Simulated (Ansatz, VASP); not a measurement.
Ti2B2Os in VASP and in Ansatz

```
CELL_PARAMETERS angstrom
3.79733 0.00000 0.00000
-1.89866 3.28858 0.00000
0.00000 0.00000 4.87975
ATOMIC_POSITIONS crystal
Ti 0.33333 0.66667 0.68607
Ti 0.66667 0.33333 0.31393
B 0.33333 0.66667 0.18265
B 0.66667 0.33333 0.81735
Os 0.00000 0.00000 0.00000
```

Change from the starting cell: species swapped into the CaCd2As2 type (P-3m1, No. 164).

Alike in both runs: functional PBE; k mesh 6 × 6 × 4; occupations gaussian, width 0.1 eV; no spin polarisation.

Ansatz relaxed the structure, and its values are those at the end. VASP's run is a single point on that final structure, the one shown.

|  | VASP | Ansatz |
| --- | --- | --- |
| version | VASP 6.6.1 | Ansatz 0.2.0 |
| potentials or method | VASP PAW PBE potentials, release 64 (Ti_sv, B, Os), cutoff 520 eV | scalar-relativistic, plane waves, PAW |
| valence electrons in the cell | 38 | 46 |

```csv
,VASP,Ansatz,Ansatz less VASP
gap on the k mesh at the Fermi level (eV),none,none,-
pressure (GPa),0.2,0.0,-0.16
rms of the force components (eV/Å),0.006,0.015,+0.0087
```

A gap of «none» marks a metal or a gap that the smearing closes. VASP's potentials hold 38 valence electrons a cell and Ansatz's 46, so a difference there can come from the potentials and not from the codes.

Spin-orbit coupling is off throughout.
